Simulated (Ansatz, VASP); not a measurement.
**One calculation of Si2Mo, two programs**

```
CELL_PARAMETERS angstrom
-1.59049 1.59049 3.88344
1.59049 -1.59049 3.88344
1.59049 1.59049 -3.88344
ATOMIC_POSITIONS crystal
Si 0.33495 0.33495 0.00000
Si 0.66505 0.66505 0.00000
Mo 0.00000 0.00000 0.00000
```

Alike in both runs: functional r2SCAN; k mesh 13 × 13 × 13; occupations fermi-dirac, width 0.1 eV; no spin polarisation.

Ansatz relaxed the structure, and its values are those at the end. VASP's run is a single point on that final structure, the one shown.

|  | VASP | Ansatz |
| --- | --- | --- |
| version | VASP 6.6.1 | Ansatz 0.2.0 |
| potentials or method | VASP PAW PBE potentials, release 64 (Si, Mo_sv), cutoff 520 eV | PAW plane waves |
| valence electrons in the cell | 22 | 22 |

```tsv
	VASP	Ansatz	Ansatz less VASP
pressure (GPa)	5.0	4.6	-0.35
rms of the force components (eV/Å)	0.004	0.000	-0.0037
```

VASP's potentials were made for PBE, not for r2SCAN. Ansatz's warnings: stress scf threshold loose.
